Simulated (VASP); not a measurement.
Ge, 1 atom in the cell. Symmetry: P6/mmm, No. 191, hexagonal system. The conventional cell has a = 2.792 Å, b = 2.792 Å, c = 2.599 Å, α = 90.00°, β = 90.00°, γ = 120.00°. Ge (site symmetry 6/mmm) has 8 Ge at 2.60 to 2.79 Å within 3.4 Å. 

* Program: VASP 6.6.1
* Task: relaxation of cell and atoms
* Functional: PBE
* Potentials or basis: VASP PAW PBE potentials, release 64 (Ge_d)
* Cutoff: 600 eV
* k mesh: 16 × 16 × 15
* Occupations: fermi-dirac, width 0.05 eV
* Spin: no spin polarisation
* Target pressure: 8.2 GPa
* Dipole correction: no
* Further INCAR settings: ALGO = Normal; EDIFF = 1e-06; IBRION = 2; EDIFFG = -0.005; NSW = 32; ISIF = 3

Potentials or basis: VASP PAW PBE potentials, release 64 (Ge_d).

Command:

```console
$ cat potpaw_PBE.64/Ge_d/POTCAR > POTCAR
$ mpirun -np 1 vasp_std > vasp.out
```

Hardware: 1 thread of Intel(R) Xeon(R) 6975P-C (Granite Rapids), with other jobs on the host.

Task: How long does it take, and how much memory?

Result: Wall time 48 s on 1 thread of Intel(R) Xeon(R) 6975P-C (Granite Rapids) (shared host), peak memory 0.18 GiB. Counts: scf iterations 42, k points 240, ion steps 10.
